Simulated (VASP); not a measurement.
# Al2Cu (I4/mcm) in VASP: notebook

Aim: see how the results for Al2Cu move with the level of theory and the settings. Levels: PBEsol, LDA. Tasks: single point.

Everything below comes from runs of VASP 6.6.1. Logs are shortened: lines on timing, memory, paths and dates and some standing lists are left out, and cuts for length are marked.

**1. The cell of the first run**

It takes space group I4/mcm (No. 140, tetragonal). The conventional cell has a = 5.993 Å, b = 5.993 Å, c = 4.828 Å, α = 90.00°, β = 90.00°, γ = 90.00°. Within 3.4 Å of Al (site symmetry m2m) lie 4 Cu at 2.56 Å and 11 Al at 2.70 to 3.19 Å. Within 3.2 Å of Cu (site symmetry 422) lie 2 Cu at 2.41 Å and 8 Al at 2.56 Å.

**2. Single point, PBEsol**

Contents of INCAR:

```
SYSTEM = Al2Cu
  PREC = Accurate
  ENCUT = 520
  EDIFF = 1E-6
  ISMEAR = 0
  SIGMA = 0.1
  LREAL = .False.
  LASPH = .True.
  NELM = 80
  ALGO = Fast
  ISIF = 2
  LWAVE = .False.
  LCHARG = .True.
  GGA = PS
  LELF = .True.
  LVHAR = .True.
  NBANDS = 26
```

Contents of KPOINTS:

```
Automatic mesh
0
Gamma
  10 10 10
  0 0 0
```

Contents of POSCAR:

```
Al2Cu
1.0
   -2.9965506906      2.9965506906      2.4139243088
    2.9965506906     -2.9965506906      2.4139243088
    2.9965506906      2.9965506906     -2.4139243088
Al Cu
4 2
Direct
    0.1593199575      0.6593199575      0.8186399149
    0.6593199575      0.8406800425      0.5000000000
    0.8406800425      0.3406800425      0.1813600851
    0.3406800425      0.1593199575      0.5000000000
    0.7500000000      0.7500000000      0.0000000000
    0.2500000000      0.2500000000      0.0000000000
```

Potentials or basis: VASP PAW PBE potentials, release 64 (Al, Cu).

Started as:

```sh
> cat potpaw_PBE.64/Al/POTCAR potpaw_PBE.64/Cu/POTCAR > POTCAR
> mpirun -np 1 vasp_std > vasp.out
```

OUTCAR:

```text
SYSTEM = Al2Cu
   PREC = Accurate
   ENCUT = 520
   EDIFF = 1E-6
   ISMEAR = 0
   LREAL = .False.
   LASPH = .True.
   NELM = 80
   ISIF = 2
   GGA = PS

 ion  position               nearest neighbor table
   1  0.159  0.659  0.819-   5 2.56   6 2.56   5 2.56   6 2.56   3 2.70   3 2.86   3 2.86   4 3.08
                             2 3.08   2 3.08   4 3.08   4 3.19   2 3.19   2 3.19   4 3.19
   2  0.659  0.841  0.500-   6 2.56   5 2.56   5 2.56   6 2.56   4 2.70   4 2.86   4 2.86   3 3.08
                             1 3.08   1 3.08   3 3.08   1 3.19   3 3.19   1 3.19   3 3.19
   3  0.841  0.341  0.181-   5 2.56   6 2.56   5 2.56   6 2.56   1 2.70   1 2.86   1 2.86   2 3.08
                             4 3.08   4 3.08   2 3.08   4 3.19   2 3.19   4 3.19   2 3.19
   4  0.341  0.159  0.500-   5 2.56   6 2.56   6 2.56   5 2.56   2 2.70   2 2.86   2 2.86   3 3.08
                             1 3.08   1 3.08   3 3.08   1 3.19   3 3.19   3 3.19   1 3.19
   5  0.750  0.750  0.000-   6 2.41   6 2.41   4 2.56   2 2.56   4 2.56   2 2.56   1 2.56   3 2.56
                             3 2.56   1 2.56
   6  0.250  0.250  0.000-   5 2.41   5 2.41   2 2.56   4 2.56   2 2.56   4 2.56   3 2.56   1 2.56
                             1 2.56   3 2.56

  LATTYP: Found a body centered tetragonal cell.
 ALAT       =     5.9931013812
 C/A-ratio  =     0.8055676536

  Lattice vectors:

 A1 = (  -2.9965506906,   2.9965506906,   2.4139243088)
 A2 = (   2.9965506906,  -2.9965506906,   2.4139243088)
 A3 = (   2.9965506906,   2.9965506906,  -2.4139243088)

Analysis of symmetry for initial positions (statically):
=====================================================================
 Subroutine PRICEL returns:
 Original cell was already a primitive cell.

 Routine SETGRP: Setting up the symmetry group for a
 body centered tetragonal supercell.

 Subroutine GETGRP returns: Found 16 space group operations
 (whereof  8 operations were pure point group operations)
 out of a pool of 16 trial point group operations.

The static configuration has the point symmetry C_4h.
 The point group associated with its full space group is D_4h.

Analysis of symmetry for dynamics (positions and initial velocities):
=====================================================================
 Subroutine PRICEL returns:
 Original cell was already a primitive cell.

 Routine SETGRP: Setting up the symmetry group for a
 body centered tetragonal supercell.

 Subroutine GETGRP returns: Found 16 space group operations
 (whereof  8 operations were pure point group operations)
 out of a pool of 16 trial point group operations.

The dynamic configuration has the point symmetry C_4h.
 The point group associated with its full space group is D_4h.
[... 108 lines left out ...]
   LREAL  =      F    real-space projection
   EDIFFG = 0.1E-04   stopping-criterion for IOM
   NSW    =      0    number of steps for IOM
   IBRION =     -1    ionic relax: 0-MD 1-quasi-New 2-CG
   NFREE  =      0    steps in history (QN), initial steepest desc. (CG)
   ISIF   =      2    stress and relaxation
   ISYM   =      2    0-nonsym 1-usesym 2-fastsym
   POTIM  = 0.5000    time-step for ionic-motion
   TEBEG  =    0.0;   TEEND  =   0.0 temperature during run
   PSTRESS=    0.0 pullay stress
   NELECT =      34.0000    total number of electrons
   NUPDOWN=      -1.0000    fix difference up-down
   EMIN   =  10.00;   EMAX   =-10.00  energy-range for DOS
   EFERMI =   0.00;   METHOD = LEGACY
   ISMEAR =     0;   SIGMA  =   0.10  broadening in eV -4-tet -1-fermi 0-gaus
   EFERMI_NEDOS =   21; number of points for ismear=-14 and -15
   IALGO  =     68    algorithm
   IMIX   =      4    mixing-type and parameters
     AMIX     =   0.40;   BMIX     =  1.00
     AMIX_MAG =   1.60;   BMIX_MAG =  1.00
  volume/ion in A,a.u.               =      14.45        97.52
  Fermi-wavevector in a.u.,A,eV,Ry     =   1.198281  2.264424 19.536312  1.435878
  Thomas-Fermi vector in A             =   2.334174
   LORBIT       =      0    0 simple, 1 ext, 2 COOP (PROOUT), +10 PAW based schemes
   GGA     = PS    functional components
   LHFCALC =     F    Hartree Fock is set to
   AEXX    =    0.0000 exact exchange contribution
   IVDW    =     0    specifies the selected vdW correction
   LEPSILON=     F    determine dielectric tensor
   LRPA    =     F    only Hartree local field effects (RPA)
 non-spin polarized calculation
 RMM-DIIS sequential band-by-band and
 Gauss-broadening in eV      SIGMA  =   0.10
  energy-cutoff  :      520.00
  volume of cell :       86.70
 maximum number of plane-waves:      2358
   NGX = 19   NGY = 19   NGZ = 19

 number of electron      34.0000009 magnetization

 Free energy of the ion-electron system (eV)
  ---------------------------------------------------
  ext. energy  EPLUGINS =         0.00000000
  ---------------------------------------------------
  free energy    TOTEN  =       -26.01846917 eV

  energy without entropy =      -26.00931253  energy(sigma->0) =      -26.01389085

 E-fermi :   8.2169     XC(G=0): -11.0784

 val. band max:        8.2047563885   @ k =  -0.2000   0.4000   0.1000
 cond. band min:       8.2219350640   @ k =  -0.1000   0.3000   0.1000
 fundamental gap:      0.0171786754
 Fermi energy:         8.2168737631

 k-point     1 :       0.0000    0.0000    0.0000
  band No.  band energies     occupation
      1      -2.7407      2.00000
      2       2.7636      2.00000
      3       2.9587      2.00000
      4       2.9587      2.00000
      5       2.9787      2.00000
      6       3.9032      2.00000
[... 685 lines left out ...]
     25      15.3592      0.00000
     26      15.3899      0.00000

 [... further k-points ...]
[... 5 lines left out ...]
  --------------------------------------------------------------------------------------
  -------------------------------------------------------------------------------------
  Total        0.1565629      0.1565629      0.1887378      0.0000000      0.0000000      0.0000000
  in kB        2.8931611      2.8931611      3.4877271      0.0000000      0.0000000      0.0000000
  external PRESSURE =       3.0913498 kB  Pullay stress =       0.0000000 kB

 VOLUME and BASIS-vectors are now :
 -----------------------------------------------------------------------------
  energy-cutoff  :      520.00
  volume of cell :       86.70
      direct lattice vectors                 reciprocal lattice vectors
    -2.996550691  2.996550691  2.413924309     0.000000000  0.166858516  0.207131598
     2.996550691 -2.996550691  2.413924309     0.166858516  0.000000000  0.207131598
     2.996550691  2.996550691 -2.413924309     0.166858516  0.166858516  0.000000000

 POSITION                                       TOTAL-FORCE (eV/Angst)
 -----------------------------------------------------------------------------------
      3.95137      0.95482      0.00000        -0.000552     -0.000552      0.000000
      2.04173      0.95482      2.41392         0.000552     -0.000552      0.000000
     -0.95482      2.04173      2.41392         0.000552      0.000552     -0.000000
      0.95482      2.04173      0.00000        -0.000552      0.000552      0.000000
      0.00000      0.00000      3.62089        -0.000000      0.000000      0.000000
      0.00000      0.00000      1.20696         0.000000      0.000000      0.000000
 -----------------------------------------------------------------------------------
    total drift:                                0.000000     -0.000000      0.000000

  FREE ENERGIE OF THE ION-ELECTRON SYSTEM (eV)
  ---------------------------------------------------
  free  energy   TOTEN  =       -26.0184691683 eV

  energy  without entropy=      -26.0093125333  energy(sigma->0) =      -26.01389085
```

OSZICAR:

```text
N       E                     dE             d eps       ncg     rms          rms(c)
DAV:   1     0.185646337029E+03    0.18565E+03   -0.13686E+04  5304   0.147E+03
DAV:   2    -0.187919789297E+02   -0.20444E+03   -0.19204E+03  5330   0.291E+02
DAV:   3    -0.309814431596E+02   -0.12189E+02   -0.11455E+02  6818   0.902E+01
DAV:   4    -0.313427055007E+02   -0.36126E+00   -0.35946E+00  8050   0.137E+01
DAV:   5    -0.313475890157E+02   -0.48835E-02   -0.48825E-02  7884   0.160E+00    0.228E+01
RMM:   6    -0.373267139769E+02   -0.59791E+01   -0.11479E+02  6489   0.142E+02    0.199E+01
RMM:   7    -0.263869414784E+02    0.10940E+02   -0.35146E+01  5649   0.821E+01    0.344E+00
RMM:   8    -0.260924044157E+02    0.29454E+00   -0.21901E+00  5794   0.205E+01    0.127E+00
RMM:   9    -0.260272460455E+02    0.65158E-01   -0.51487E-01  5949   0.294E+00    0.667E-01
RMM:  10    -0.260230138896E+02    0.42322E-02   -0.55173E-02  6585   0.277E+00    0.303E-01
RMM:  11    -0.260182530509E+02    0.47608E-02   -0.11013E-02  6671   0.838E-01    0.861E-02
RMM:  12    -0.260186475304E+02   -0.39448E-03   -0.28248E-03  7243   0.352E-01    0.775E-02
RMM:  13    -0.260185247686E+02    0.12276E-03   -0.10184E-03  6654   0.178E-01    0.483E-02
RMM:  14    -0.260184636941E+02    0.61074E-04   -0.19904E-04  6784   0.145E-01    0.162E-02
RMM:  15    -0.260184688732E+02   -0.51791E-05   -0.59037E-05  7162   0.476E-02    0.157E-02
RMM:  16    -0.260184698824E+02   -0.10092E-05   -0.86459E-06  6293   0.249E-02    0.238E-02
RMM:  17    -0.260184691683E+02    0.71409E-06   -0.37128E-06  5447   0.255E-02
   1 F= -.26018469E+02 E0= -.26013891E+02  d E =-.915663E-02
```

stdout:

```text
POSCAR found type information on POSCAR AlCu
 POSCAR found :  2 types and       6 ions
 scaLAPACK will be used
 -----------------------------------------------------------------------------
|                                                                             |
|                                                                             |
|     You enforced a specific xc type in the INCAR file but a different       |
|     I HOPE YOU KNOW WHAT YOU ARE DOING!                                     |
|                                                                             |
 -----------------------------------------------------------------------------

 LDA part: xc-table for (Slater+PW92), standard interpolation
 POSCAR, INCAR and KPOINTS ok, starting setup
 FFT: planning ... GRIDC
 FFT: planning ... GRID_SOFT
 FFT: planning ... GRID
 WAVECAR not read
 entering main loop
```

Wall time 3.7 min (1 thread of Intel Xeon 6975P-C, shared host); peak memory 0.34 GiB.

Results:

| Item | Value |
| --- | --- |
| Free energy | -26.0185 eV |
| Pressure | 0.3 GPa |
| Band gap on the k mesh | zero (band 17 reaches 10.84 eV, above the bottom of band 18 at 6.43 eV) |

Caveat: the PAW data sets were made with another functional, which shifts forces and pressure a little.

**3. Single point, LDA**

Contents of INCAR:

```
ALGO = Fast ; EDIFF = 1E-7
ENCUT = 520 ; GGA = CA
ISIF = 2 ; ISMEAR = 0
LASPH = T ; LCHARG = T
LELF = T ; LREAL = F
LVHAR = T ; LWAVE = F
NBANDS = 26 ; NELM = 80
PREC = Accurate ; SIGMA = 0.1
```

Contents of KPOINTS:

```
k-points
0
Gamma
  10 10 10
```

POSCAR is that of step 2.

Potentials or basis: VASP PAW LDA potentials, release 64 (Al, Cu).

Started as:

```sh
> cat potpaw_LDA.64/Al/POTCAR potpaw_LDA.64/Cu/POTCAR > POTCAR
> mpirun -np 1 vasp_std > vasp.out
```

Wall time 4.4 min (1 thread of Intel Xeon 6975P-C, shared host); peak memory 0.31 GiB.

It converged, with:

```
Free energy            : -27.2729 eV
Pressure               : -2.8 GPa
Largest force          : 0.036 eV/Å
Band gap on the k mesh : zero (band 17 reaches 10.70 eV, above the bottom of band 18 at 6.30 eV)
```

Forces on the atoms (eV/Å):
```
Al   0.026  0.026  0.000
Al  -0.026  0.026  0.000
Al  -0.026 -0.026  0.000
Al   0.026 -0.026  0.000
Cu   0.000  0.000  0.000
Cu   0.000  0.000  0.000
```

Levels at points of the mesh, in eV from the Fermi level:
| k point | band 14 | band 15 | band 16 | band 17 | band 18 | band 19 | band 20 | band 21 |
| --- | --- | --- | --- | --- | --- | --- | --- | --- |
| (0.00, 0.00, 0.00) | -1.97 | -1.40 | -1.22 | -1.22 | -0.82 | -0.30 | 0.12 | 1.51 |
| (0.50, 0.00, 0.00) | -3.15 | -2.66 | -2.66 | 0.25 | 0.25 | 4.13 | 4.13 | 4.39 |
| (0.50, 0.50, 0.00) | -2.82 | -1.48 | -1.27 | -0.94 | -0.69 | 0.84 | 1.28 | 4.72 |
| (0.50, 0.50, 0.50) | -3.35 | -3.35 | -1.87 | 2.61 | 2.99 | 2.99 | 3.39 | 4.12 |

**4. Single point, PBEsol**

Contents of INCAR:

```
SYSTEM = Al2Cu
PREC = Accurate
ENCUT = 520
EDIFF = 1E-7
ISMEAR = 0
SIGMA = 0.15
LREAL = .False.
LASPH = .True.
NELM = 80
ALGO = Fast
ISIF = 2
LWAVE = .False.
LCHARG = .False.
GGA = PS
NBANDS = 26
```

Contents of KPOINTS:

```
regular mesh
0
Gamma
  10 10 10
  0 0 0
```

Contents of POSCAR:

```
Al2Cu
1.0
   -2.9965506916      2.9965506916      2.4139243091
    2.9965506916     -2.9965506916      2.4139243091
    2.9965506916      2.9965506916     -2.4139243091
Al Cu
4 2
Direct
    0.1593199577      0.6593199577      0.8186399154
    0.6593199577      0.8406800423      0.5000000000
    0.8406800423      0.3406800423      0.1813600846
    0.3406800423      0.1593199577      0.5000000000
    0.7500000000      0.7500000000      0.0000000000
    0.2500000000      0.2500000000      0.0000000000
```

Potentials or basis: VASP PAW PBE potentials, release 64 (Al, Cu).

Started as:

```sh
> cat potpaw_PBE.64/Al/POTCAR potpaw_PBE.64/Cu/POTCAR > POTCAR
> mpirun -np 1 vasp_std > vasp.out
```

Wall time 4.2 min (1 thread of Intel Xeon 6975P-C, shared host); peak memory 0.34 GiB.

Results (log left out):

| Item | Value |
| --- | --- |
| Free energy | -26.0241 eV |
| Pressure | 0.3 GPa |
| Largest force | 0.004 eV/Å |
| Band gap on the k mesh | zero (band 17 reaches 10.84 eV, above the bottom of band 18 at 6.43 eV) |

Forces in eV/Å, atoms in the order of the input:
```
Al  -0.003 -0.003  0.000
Al   0.003 -0.003  0.000
Al   0.003  0.003  0.000
Al  -0.003  0.003  0.000
Cu   0.000  0.000  0.000
Cu   0.000  0.000  0.000
```

Levels at points of the mesh, in eV from the Fermi level:
```csv
k point,band 15,band 16,band 17,band 18,band 19,band 20
"(0.00, 0.00, 0.00)",-1.44,-1.26,-1.26,-0.85,-0.23,0.07
"(0.50, 0.00, 0.00)",-2.65,-2.65,0.24,0.24,4.12,4.12
"(0.50, 0.50, 0.00)",-1.51,-1.31,-0.90,-0.69,0.83,1.29
"(0.50, 0.50, 0.50)",-3.30,-1.85,2.62,2.96,2.96,3.37
```

Caveat: the PAW data sets were made with another functional, which shifts forces and pressure a little.

**5. Overview**

| level | potentials or basis | smearing | further INCAR settings | gap on the mesh (eV) | pressure (GPa) |
| --- | --- | --- | --- | --- | --- |
| PBEsol | VASP PAW PBE potentials, release 64 (Al, Cu) | gaussian 0.1 eV | ALGO = Fast; EDIFF = 1e-06; NBANDS = 26 | none | 0.3 |
| LDA | VASP PAW LDA potentials, release 64 (Al, Cu) | gaussian 0.1 eV | ALGO = Fast; EDIFF = 1e-07; NBANDS = 26 | none | -2.8 |
| PBEsol | VASP PAW PBE potentials, release 64 (Al, Cu) | gaussian 0.15 eV | ALGO = Fast; EDIFF = 1e-07; NBANDS = 26 | none | 0.3 |

Alike in all rows: task single point; no spin polarisation; cell as given; k mesh 10 × 10 × 10; cutoff (eV) 520.

Caveats: the PAW data sets were made with another functional, which shifts forces and pressure a little (some runs).

Absolute energies hang on the potentials; compare differences alone.
